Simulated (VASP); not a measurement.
# C (Fd-3m) in VASP: a series of runs

C is run at these levels: PBE; tasks: single point, relaxation of cell and atoms.

All numbers are computed with VASP 6.6.1; they aren't measurements. Logs are shortened: lines on timing, memory, paths and dates and some standing lists are left out, and cuts for length are marked.

## Step 1: The cell of the first run

The structure is cubic, space group Fd-3m (No. 227). The conventional cell has a = 3.572 Å, b = 3.572 Å, c = 3.572 Å, α = 90.00°, β = 90.00°, γ = 90.00°. Within 2.1 Å of C (site symmetry -43m) lie 4 C at 1.55 Å.

## Step 2: Single point, PBE

INCAR reads:

```
SYSTEM = C
ALGO = Normal ; EDIFF = 1E-6
ENCUT = 600 ; GGA = PE
GGA_COMPAT = .False. ; ISIF = 2
ISMEAR = -1 ; LASPH = .True.
LCHARG = .False. ; LREAL = .False.
LWAVE = .False. ; NBANDS = 11
NELM = 120 ; PREC = Accurate
SIGMA = 0.01
```

KPOINTS reads:

```
k-points
0
Gamma
  13 13 13
  0 0 0
```

POSCAR reads:

```
C
1.0
    0.0000000000      1.7858109333      1.7858109333
    1.7858109333      0.0000000000      1.7858109333
    1.7858109333      1.7858109333      0.0000000000
C
2
Direct
    0.0000000000      0.0000000000      0.0000000000
    0.2500000000      0.2500000000      0.2500000000
```

Potentials or basis: VASP PAW PBE potentials, release 64 (C).

Started as:

```
> cat potpaw_PBE.64/C/POTCAR > POTCAR
> mpirun -np 1 vasp_std > vasp.out
```

OUTCAR:

```text
SYSTEM = C
   EDIFF = 1E-6
   ENCUT = 600
   GGA = PE
   ISIF = 2
   ISMEAR = -1
   LASPH = .True.
   LREAL = .False.
   NELM = 120
   PREC = Accurate

 ion  position               nearest neighbor table
   1  0.000  0.000  0.000-   2 1.55   2 1.55   2 1.55   2 1.55
   2  0.250  0.250  0.250-   1 1.55   1 1.55   1 1.55   1 1.55

  LATTYP: Found a face centered cubic cell.
 ALAT       =     3.5716218666

  Lattice vectors:

 A1 = (   0.0000000000,   1.7858109333,   1.7858109333)
 A2 = (   1.7858109333,   0.0000000000,   1.7858109333)
 A3 = (   1.7858109333,   1.7858109333,   0.0000000000)

Analysis of symmetry for initial positions (statically):
=====================================================================
 Subroutine PRICEL returns:
 Original cell was already a primitive cell.

 Routine SETGRP: Setting up the symmetry group for a
 face centered cubic supercell.

 Subroutine GETGRP returns: Found 48 space group operations
 (whereof 24 operations were pure point group operations)
 out of a pool of 48 trial point group operations.

The static configuration has the point symmetry T_d .
 The point group associated with its full space group is O_h .

Analysis of symmetry for dynamics (positions and initial velocities):
=====================================================================
 Subroutine PRICEL returns:
 Original cell was already a primitive cell.

 Routine SETGRP: Setting up the symmetry group for a
 face centered cubic supercell.

 Subroutine GETGRP returns: Found 48 space group operations
 (whereof 24 operations were pure point group operations)
 out of a pool of 48 trial point group operations.

The dynamic configuration has the point symmetry T_d .
 The point group associated with its full space group is O_h .

 Subroutine INISYM returns: Found 48 space group operations
 (whereof 24 operations are pure point group operations),
 and found     1 'primitive' translations

----------------------------------------------------------------------------------------

                                     Primitive cell

  volume of cell :      11.3903

  direct lattice vectors                    reciprocal lattice vectors
     0.000000000  1.785810933  1.785810933    -0.279984846  0.279984846  0.279984846
     1.785810933  0.000000000  1.785810933     0.279984846 -0.279984846  0.279984846
     1.785810933  1.785810933  0.000000000     0.279984846  0.279984846 -0.279984846

  length of vectors
     2.525518042  2.525518042  2.525518042     0.484947979  0.484947979  0.484947979

  position of ions in fractional coordinates (direct lattice)
     0.000000000  0.000000000  0.000000000
     0.250000000  0.250000000  0.250000000

  ion indices of the primitive-cell ions
   primitive index   ion index
                 1           1
                 2           2

----------------------------------------------------------------------------------------

 KPOINTS: k-points

Automatic generation of k-mesh.
 Grid dimensions read from file:
 generate k-points for:   13   13   13

 Generating k-lattice:

  Cartesian coordinates                     Fractional coordinates (reciprocal lattice)
    -0.021537296  0.021537296  0.021537296     0.076923077  0.000000000  0.000000000
     0.021537296 -0.021537296  0.021537296     0.000000000  0.076923077  0.000000000
     0.021537296  0.021537296 -0.021537296     0.000000000  0.000000000  0.076923077

  Length of vectors
     0.037303691  0.037303691  0.037303691

  Shift w.r.t. Gamma in fractional coordinates (k-lattice)
     0.000000000  0.000000000  0.000000000

 Subroutine IBZKPT returns following result:
 ===========================================

 Found     84 irreducible k-points:

 Following reciprocal coordinates:
            Coordinates               Weight
  0.000000  0.000000  0.000000      1.000000
  0.076923  0.000000  0.000000      8.000000
  0.153846  0.000000  0.000000      8.000000
  0.230769  0.000000  0.000000      8.000000
  0.307692  0.000000  0.000000      8.000000
  0.384615  0.000000  0.000000      8.000000
[... 16 lines left out ...]
  0.384615  0.153846  0.000000     24.000000
  0.461538  0.153846  0.000000     24.000000
 [... further k-points ...]
   k-points           NKPTS =     84   k-points in BZ     NKDIM =     84   number of bands    NBANDS=     11
   number of dos      NEDOS =    301   number of ions     NIONS =      2
   total plane-waves  NPLWV =   8000
   dimension x,y,z NGX =    20 NGY =   20 NGZ =   20
   dimension x,y,z NGXF=    40 NGYF=   40 NGZF=   40
   ions per type =               2
   NGX,Y,Z   is equivalent  to a cutoff of  13.17, 13.17, 13.17 a.u.
   NGXF,Y,Z  is equivalent  to a cutoff of  26.33, 26.33, 26.33 a.u.
 SYSTEM =  C
   PREC   = accura    normal or accurate (medium, high low for compatibility)
   ISTART =      0    job   : 0-new  1-cont  2-samecut
   ICHARG =      2    charge: 1-file 2-atom 10-const
   ISPIN  =      1    spin polarized calculation?
   LNONCOLLINEAR =      F non collinear calculations
   LSORBIT =      F    spin-orbit coupling
   LASPH  =      T    aspherical Exc in radial PAW
   ENCUT  =  600.0 eV  44.10 Ry    6.64 a.u.   5.04  5.04  5.04*2*pi/ulx,y,z
   NELM   =    120;   NELMIN=  2; NELMDL= -5     # of ELM steps
   EDIFF  = 0.1E-05   stopping-criterion for ELM
   LREAL  =      F    real-space projection
   EDIFFG = 0.1E-04   stopping-criterion for IOM
   NSW    =      0    number of steps for IOM
   IBRION =     -1    ionic relax: 0-MD 1-quasi-New 2-CG
   NFREE  =      0    steps in history (QN), initial steepest desc. (CG)
   ISIF   =      2    stress and relaxation
   ISYM   =      2    0-nonsym 1-usesym 2-fastsym
   POTIM  = 0.5000    time-step for ionic-motion
   TEBEG  =    0.0;   TEEND  =   0.0 temperature during run
   PSTRESS=    0.0 pullay stress
   NELECT =       8.0000    total number of electrons
   NUPDOWN=      -1.0000    fix difference up-down
   EMIN   =  10.00;   EMAX   =-10.00  energy-range for DOS
   EFERMI =   0.00;   METHOD = LEGACY
   ISMEAR =    -1;   SIGMA  =   0.01  broadening in eV -4-tet -1-fermi 0-gaus
   EFERMI_NEDOS =   21; number of points for ismear=-14 and -15
   IALGO  =     38    algorithm
   IMIX   =      4    mixing-type and parameters
     AMIX     =   0.40;   BMIX     =  1.00
     AMIX_MAG =   1.60;   BMIX_MAG =  1.00
  volume/ion in A,a.u.               =       5.70        38.43
  Fermi-wavevector in a.u.,A,eV,Ry     =   1.455211  2.749950 28.812235  2.117640
  Thomas-Fermi vector in A             =   2.572272
   LORBIT       =      0    0 simple, 1 ext, 2 COOP (PROOUT), +10 PAW based schemes
   GGA     = PE    functional components
   LHFCALC =     F    Hartree Fock is set to
   AEXX    =    0.0000 exact exchange contribution
   IVDW    =     0    specifies the selected vdW correction
   LEPSILON=     F    determine dielectric tensor
   LRPA    =     F    only Hartree local field effects (RPA)
 non-spin polarized calculation
  energy-cutoff  :      600.00
  volume of cell :       11.39
 maximum number of plane-waves:       388
   NGX =  9   NGY =  9   NGZ =  9

 number of electron       7.9999999 magnetization

 Free energy of the ion-electron system (eV)
  ---------------------------------------------------
  ext. energy  EPLUGINS =         0.00000000
  ---------------------------------------------------
  free energy    TOTEN  =       -18.19052490 eV

  energy without entropy =      -18.19052490  energy(sigma->0) =      -18.19052490

 E-fermi :  10.0328     XC(G=0): -13.2301

 val. band max:        9.6692359274   @ k =   0.0000   0.0000   0.0000
 cond. band min:      13.8028196729   @ k =   0.3846   0.3846   0.0000
 fundamental gap:      4.1335837456
 Fermi energy:        10.0327532308

 k-point     1 :       0.0000    0.0000    0.0000
  band No.  band energies     occupation
      1     -11.7521      2.00000
      2       9.6692      2.00000
      3       9.6692      2.00000
      4       9.6692      2.00000
      5      15.2482      0.00000
      6      15.2482      0.00000
      7      15.2482      0.00000
      8      22.9066      0.00000
      9      28.9119      0.00000
     10      36.1604      0.00000
     11      36.1604      0.00000

 k-point     2 :       0.0769    0.0000    0.0000
  band No.  band energies     occupation
      1     -11.5889      2.00000
      2       8.6075      2.00000
      3       9.3916      2.00000
      4       9.3916      2.00000
      5      15.6115      0.00000
      6      15.6115      0.00000
      7      15.8723      0.00000
      8      23.0494      0.00000
      9      29.1873      0.00000
     10      34.2059      0.00000
     11      34.2059      0.00000

 k-point     3 :       0.1538    0.0000    0.0000
  band No.  band energies     occupation
      1     -11.1003      2.00000
      2       6.3463      2.00000
      3       8.7657      2.00000
      4       8.7657      2.00000
      5      16.4352      0.00000
      6      16.4352      0.00000
      7      16.8880      0.00000
      8      23.4659      0.00000
      9      29.8001      0.00000
     10      32.6254      0.00000
     11      32.6254      0.00000

 k-point     4 :       0.2308    0.0000    0.0000
  band No.  band energies     occupation
      1     -10.2928      2.00000
      2       3.7535      2.00000
      3       8.0874      2.00000
      4       8.0874      2.00000
      5      17.2687      0.00000
      6      17.2687      0.00000
      7      17.6388      0.00000
      8      24.0745      0.00000
      9      30.2633      0.00000
     10      32.0166      0.00000
     11      32.0166      0.00000
[... 239 lines left out ...]
 k-point    22 :       0.3077    0.1538    0.0000
  band No.  band energies     occupation
      1      -9.3850      2.00000
      2       3.1067      2.00000
      3       6.1169      2.00000
      4       6.7081      2.00000
      5      15.6182      0.00000
      6      19.9792      0.00000
      7      20.0835      0.00000
      8      21.7277      0.00000
      9      30.2018      0.00000
     10      31.1789      0.00000
     11      36.2278      0.00000

 k-point    23 :       0.3846    0.1538    0.0000
  band No.  band energies     occupation
      1      -8.1861      2.00000
      2       0.6985      2.00000
      3       5.8219      2.00000
      4       5.9439      2.00000
      5      16.3042      0.00000
      6      20.3467      0.00000
      7      20.3499      0.00000
      8      22.2917      0.00000
      9      30.8413      0.00000
     10      31.5306      0.00000
     11      36.5941      0.00000

 k-point    24 :       0.4615    0.1538    0.0000
  band No.  band energies     occupation
      1      -6.7563      2.00000
      2      -1.5354      2.00000
      3       5.2510      2.00000
      4       5.7827      2.00000
      5      16.7366      0.00000
      6      20.2247      0.00000
      7      20.5098      0.00000
      8      23.5466      0.00000
      9      30.2223      0.00000
     10      32.8754      0.00000
     11      36.6790      0.00000

 [... further k-points ...]
[... 5 lines left out ...]
  --------------------------------------------------------------------------------------
  -------------------------------------------------------------------------------------
  Total       -0.0015828     -0.0015828     -0.0015828     -0.0000000     -0.0000000      0.0000000
  in kB       -0.2226343     -0.2226343     -0.2226343     -0.0000000     -0.0000000      0.0000000
  external PRESSURE =      -0.2226343 kB  Pullay stress =       0.0000000 kB

 VOLUME and BASIS-vectors are now :
 -----------------------------------------------------------------------------
  energy-cutoff  :      600.00
  volume of cell :       11.39
      direct lattice vectors                 reciprocal lattice vectors
     0.000000000  1.785810933  1.785810933    -0.279984846  0.279984846  0.279984846
     1.785810933  0.000000000  1.785810933     0.279984846 -0.279984846  0.279984846
     1.785810933  1.785810933  0.000000000     0.279984846  0.279984846 -0.279984846

 POSITION                                       TOTAL-FORCE (eV/Angst)
 -----------------------------------------------------------------------------------
      0.00000      0.00000      0.00000        -0.000000     -0.000000     -0.000000
      0.89291      0.89291      0.89291         0.000000      0.000000      0.000000
 -----------------------------------------------------------------------------------
    total drift:                                0.000000      0.000000      0.000000

  FREE ENERGIE OF THE ION-ELECTRON SYSTEM (eV)
  ---------------------------------------------------
  free  energy   TOTEN  =       -18.1905249012 eV

  energy  without entropy=      -18.1905249012  energy(sigma->0) =      -18.19052490
```

Run time: 17 s. Hardware: 1 thread of Intel Xeon 8259CL, shared host; peak memory 0.12 GiB.

Results:

| Property | Result |
| --- | --- |
| Free energy | -18.1905 eV |
| Pressure | 0.0 GPa |
| Band gap on the k mesh | 4.13 eV (least direct gap 5.58 eV) |

Levels at points of the mesh, in eV from the valence-band top:
```csv
k point,band 1,band 2,band 3,band 4,band 5,band 6,band 7,band 8,band 9
"(0.00, 0.00, 0.00)",-21.42,0.00,0.00,0.00,5.58,5.58,5.58,13.24,19.24
```

Caveat: an odd mesh through Γ misses points on the zone boundary, where band edges can lie.

(Part 1 of 2 ends here.)
